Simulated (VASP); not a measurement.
A run of VASP 6.6.1 is set up as follows.

File INCAR:

```
  PREC = Accurate
  ENCUT = 520
  EDIFF = 1E-6
  ISMEAR = 0
  SIGMA = 0.05
  LREAL = False
  LASPH = True
  NELM = 100
  ALGO = Normal
  ISIF = 2
  LWAVE = False
  LCHARG = True
  GGA = PS
  LELF = True
  LVHAR = True
  NBANDS = 16
```

KPOINTS

```
regular mesh
0
Gamma
  9 9 6
```

POSCAR

```
MgO
1.0
    3.3489848453      0.0000000000      0.0000000000
   -1.6744924227      2.9003059529      0.0000000000
    0.0000000000      0.0000000000      4.0197339313
Mg O
2 2
Direct
    0.6666666667      0.3333333333      0.7500000000
    0.3333333333      0.6666666667      0.2500000000
    0.6666666667      0.3333333333      0.2500000000
    0.3333333333      0.6666666667      0.7500000000
```

Potentials or basis: VASP PAW PBE potentials, release 64 (Mg, O).

Command:

```console
$ cat potpaw_PBE.64/Mg/POTCAR potpaw_PBE.64/O/POTCAR > POTCAR
$ mpirun -np 1 vasp_std > vasp.out
```

Task: Predict the band gap on the k mesh.

Result: 3.92 eV, direct.

Task: Estimate the pressure.

Result: 21.4 GPa.

Stress tensor (GPa, compression positive):
```
20.96  0.00  0.00
 0.00 20.96  0.00
 0.00  0.00 22.40
```

Caveat: the PAW data sets were made with another functional, which shifts forces and pressure a little.
